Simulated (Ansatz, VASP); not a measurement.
MoSe: VASP beside Ansatz

```
CELL_PARAMETERS angstrom
3.49365 0.00000 0.00000
-1.74683 3.02559 0.00000
0.00000 0.00000 4.40176
ATOMIC_POSITIONS crystal
Mo 0.66667 0.33333 0.02544
Se 0.33333 0.66667 0.11843
```

Change from the starting cell: volume scaled by 1.02.

Alike in both runs: task single point; functional PBE; k mesh 9 × 9 × 6; occupations fermi-dirac, width 0.05 eV; no spin polarisation.

```csv
,VASP,Ansatz
version,VASP 6.6.1,Ansatz 0.2.0
potentials or method,"VASP PAW PBE potentials, release 64 (Mo_sv, Se), cutoff 520 eV","all-electron LAPW, scalar-relativistic"
```

|  | VASP | Ansatz | Ansatz less VASP |
| --- | --- | --- | --- |
| gap on the k mesh at the Fermi level (eV) | none | none | - |
| pressure (GPa) | 64.5 | 64.0 | -0.47 |
| traceless stress, the component that is largest in VASP (GPa) | -63.02 | -62.59 | +0.424 |
| rms of the force components (eV/Å) | 3.345 | 3.321 | -0.0238 |

Atom by atom the forces differ by 0.024 eV/Å (rms over components). A gap of «none» marks a metal or a gap that the smearing closes. Both programs put the cell under a high pressure, so it lies far from rest at this level. Ansatz ran all-electron here, and VASP with PAW potentials.

Noted on VASP's run: the cell as given lies far from equilibrium.
